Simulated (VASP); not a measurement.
Set up this calculation in VASP 6.6.1, as the native input.

```
Task                   : relaxation of cell and atoms
Functional             : PBEsol
Potentials or basis    : VASP PAW PBE potentials, release 64 (Pb_d, S)
Cutoff                 : 500 eV
k mesh                 : 6 × 6 × 4
Occupations            : fermi-dirac, width 0.02 eV
Spin                   : no spin polarisation
Dipole correction      : no
Further INCAR settings : ALGO = Normal; EDIFF = 1e-07; IBRION = 2; EDIFFG = -0.005; NSW = 80; ISIF = 3
```

The structure of PbS lies in POSCAR:

```
PbS
1.0
    5.0259160400      0.0000000000      0.0000000000
   -2.5129580200      4.3525709679      0.0000000000
    0.0000000000      0.0000000000      6.0381152272
Pb S
2 2
Direct
    0.3333333333      0.6666666667      0.2500000000
    0.6666666667      0.3333333333      0.7500000000
    0.6666666667      0.3333333333      0.2500000000
    0.3333333333      0.6666666667      0.7500000000
```

The input as run:

INCAR

```
PREC = Accurate
ENCUT = 500
EDIFF = 1E-7
ISMEAR = -1
SIGMA = 0.02
LREAL = False
LASPH = True
NELM = 120
ALGO = Normal
ISIF = 3
LWAVE = False
LCHARG = False
GGA = PS
IBRION = 2
NSW = 80
EDIFFG = -0.005
GGA_COMPAT = False
NELMIN = 4
```

KPOINTS

```
Automatic mesh
0
Gamma
  6 6 4
```

Potentials or basis: VASP PAW PBE potentials, release 64 (Pb_d, S).

Launch:

```bash
$ cat potpaw_PBE.64/Pb_d/POTCAR potpaw_PBE.64/S/POTCAR > POTCAR
$ mpirun -np 1 vasp_std > vasp.out
```

Results of the run:

```
Relaxed volume                        : 31.38 Å³/atom
Relaxed cell                          : a = 4.944 Å, b = 4.944 Å, c = 5.931 Å, α = 90.00°, β = 90.00°, γ = 120.00°
Space group after relaxing (to 0.1 Å) : P6_3/mmc (No. 194)
Energy gained by relaxing             : 11.2 meV/atom
Ionic steps                           : 7
Pressure after relaxing               : 0.0 GPa
Band gap on the k mesh                : 1.28 eV
```

Caveat: the PAW data sets were made with another functional, which shifts forces and pressure a little; spin-orbit coupling is left out, which moves the levels of the heavy elements.

Run time: 5.7 min on 1 thread of Intel(R) Xeon(R) Platinum 8488C (Sapphire Rapids), on a shared host, peak memory 0.29 GiB.
